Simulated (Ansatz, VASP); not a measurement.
Two plane-wave programs on SrCl2

```
CELL_PARAMETERS angstrom
0.00000 3.91254 2.76616
3.91254 0.00000 2.76616
3.91254 3.91254 0.00000
ATOMIC_POSITIONS crystal
Sr 0.00000 0.00000 0.00000
Cl 0.25000 0.25000 0.25000
Cl 0.75000 0.75000 0.75000
```

Alike in both runs: task single point; functional PBE; k mesh 6 × 6 × 6; occupations gaussian, width 0.05 eV; no spin polarisation.

|  | VASP | Ansatz |
| --- | --- | --- |
| version | VASP 6.6.1 | Ansatz 0.2.0 |
| potentials or method | VASP PAW PBE potentials, release 64 (Sr_sv, Cl), cutoff 520 eV | scalar-relativistic, plane waves, PAW |
| valence electrons in the cell | 24 | 24 |

VASP gave:

| Item | Value |
| --- | --- |
| gap on the k mesh at the Fermi level (eV) | 1.54 |
| least direct gap on the mesh (eV) | 1.64 |
| pressure (GPa) | 4.1 |
| traceless stress, the component that is largest in VASP (GPa) | 19.09 |

Task: Estimate Ansatz's values.

Result: gap on the k mesh at the Fermi level (eV): 1.54; least direct gap on the mesh (eV): 1.63; pressure (GPa): 4.0; traceless stress, the component that is largest in VASP (GPa): 19.16.
